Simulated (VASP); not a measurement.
Here is a VASP 6.6.1 calculation.

Contents of POSCAR:

```
Ta
1.0
   -1.6080387321      1.6080387321      1.6080387321
    1.6080387321     -1.6080387321      1.6080387321
    1.6080387321      1.6080387321     -1.6080387321
Ta
1
Direct
    0.0000000000      0.0000000000      0.0000000000
```

INCAR.step1

```
SYSTEM = Ta
PREC     = Accurate       ! precision mode
ENCUT    = 520            ! plane-wave cutoff, eV
ISMEAR   = -1             ! smearing method
SIGMA    = 0.1            ! smearing width, eV
LREAL    = .FALSE.        ! projectors in reciprocal space
LASPH    = .TRUE.         ! aspherical terms in the spheres
NELM     = 100            ! most SCF steps
NBANDS   = 12             ! bands
GGA      = PE             ! functional
ALGO     = Normal         ! electronic algorithm
EDIFF    = 1E-4           ! SCF threshold, eV
LWAVE    = .TRUE.         ! write WAVECAR
LCHARG   = .FALSE.        ! write CHGCAR
```

INCAR.step2

```
SYSTEM = Ta
PREC     = Accurate       ! precision mode
ENCUT    = 520            ! plane-wave cutoff, eV
EDIFF    = 1E-7           ! SCF threshold, eV
ISMEAR   = -1             ! smearing method
SIGMA    = 0.1            ! smearing width, eV
LREAL    = .FALSE.        ! projectors in reciprocal space
LASPH    = .TRUE.         ! aspherical terms in the spheres
NELM     = 100            ! most SCF steps
ALGO     = Normal         ! electronic algorithm
ISIF     = 2              ! what is computed and relaxed
LWAVE    = .FALSE.        ! write WAVECAR
LCHARG   = .FALSE.        ! write CHGCAR
METAGGA  = R2SCAN         ! meta-GGA
LMIXTAU  = .TRUE.       
NBANDS   = 12             ! bands
ISTART   = 1
```

File KPOINTS:

```
Automatic mesh
0
G
  22 22 22
  0 0 0
```

Potentials or basis: VASP PAW PBE potentials, release 64 (Ta_pv).

Run with:

```bash
$ cat potpaw_PBE.64/Ta_pv/POTCAR > POTCAR
$ cp INCAR.step1 INCAR
$ mpirun -np 1 vasp_std > vasp.out
$ cp INCAR.step2 INCAR
$ mpirun -np 1 vasp_std > vasp.out
```

**Question.** Predict the pressure.

**Answer.** 20.3 GPa.

Caveat: the PAW data sets were made with another functional, which shifts forces and pressure a little.
